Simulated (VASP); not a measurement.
**MnS: relaxation of cell and atoms with RPBE+D3(BJ)**

MnS:

```xyz
2
Lattice="0.0000 2.6045 2.6045 2.6045 0.0000 2.6045 2.6045 2.6045 0.0000" Properties=species:S:1:pos:R:3 pbc="T T T"
Mn    0.0000    0.0000    0.0000
S     2.6045    2.6045    2.6045
```

```yaml
Program: VASP 6.6.1
Task: relaxation of cell and atoms
Functional: RPBE
Dispersion: D3(BJ)
Potentials_or_basis: VASP PAW PBE potentials, release 64 (Mn_pv, S)
Cutoff: 600 eV
k_mesh: 9 × 9 × 9
Occupations: fermi-dirac, width 0.05 eV
Spin: collinear spin, ferromagnetic start
Starting_moments: "[4.0, 0.0] μB"
Dipole_correction: no
Further_INCAR_settings: ALGO = Normal; EDIFF = 1e-07; IBRION = 2; EDIFFG = -0.02; NSW = 80; ISIF = 3
```

The relaxed volume is 13.39 Å³/atom and the relaxed cell is a = 3.358 Å, b = 3.358 Å, c = 3.358 Å, α = 60.00°, β = 60.00°, γ = 60.00°. The space group after relaxing (to 0.1 Å) is Fm-3m (No. 225) and the ionic steps are 3. The pressure after relaxing is 0.1 GPa. The net moment is 3.74 μB per cell. The site moments are Mn +3.49; S +0.05 μB. The valence electrons inside the program's atomic spheres are Mn 11.65; S 3.80. The dispersion energy per atom is -1.621 eV.

Step by step:
```
step  energy change (eV)  largest force (eV/Å)  pressure (GPa)  volume (Å³)
   1              0.0000                0.0000          -19.42        35.33
   2              0.7276                0.0000            4.59        25.48
   3              0.7118                0.0000            0.12        26.78
```

Final structure:
```cif
data_structure
_symmetry_space_group_name_H-M 'P 1'
_symmetry_Int_Tables_number 1
_cell_length_a 3.3582
_cell_length_b 3.3582
_cell_length_c 3.3582
_cell_angle_alpha 60.000
_cell_angle_beta 60.000
_cell_angle_gamma 60.000
_cell_volume 26.78
loop_
_atom_site_label
_atom_site_type_symbol
_atom_site_fract_x
_atom_site_fract_y
_atom_site_fract_z
_atom_site_occupancy
Mn1 Mn 0.00000 0.00000 0.00000 1
S1 S 0.50000 0.50000 0.50000 1
```

Levels at points of the mesh, in eV from the Fermi level:
Spin up:
| k point | band 8 | band 9 | band 10 | band 11 | band 12 | band 13 | band 14 | band 15 |
| --- | --- | --- | --- | --- | --- | --- | --- | --- |
| (0.00, 0.00, 0.00) | -3.30 | -3.30 | -2.07 | -2.07 | -2.07 | 4.47 | 9.41 | 9.41 |
Spin down:
| k point | band 5 | band 6 | band 7 | band 8 | band 9 | band 10 | band 11 | band 12 |
| --- | --- | --- | --- | --- | --- | --- | --- | --- |
| (0.00, 0.00, 0.00) | -1.89 | -1.89 | -1.89 | -0.57 | -0.57 | -0.57 | -0.44 | -0.44 |

Wall time 3.1 min on 1 thread of AMD EPYC 9755 128-Core Processor, with other jobs on the host, peak memory 0.19 GiB.

Caveat: the volume moved by over 15 % at a fixed basis, so the end points are rough; the dispersion term is far too large for a dense solid, which distorts pressure and volume; the PAW data sets were made with another functional, which shifts forces and pressure a little; a cell with one magnetic atom can't hold antiferromagnetic order, which such compounds often take; semilocal functionals often make such compounds metallic where correlation or magnetic order opens a gap, which also shifts bond lengths. With open d or f shells a metallic result of RPBE can be an artefact of self-interaction; +U or a hybrid may open a gap.
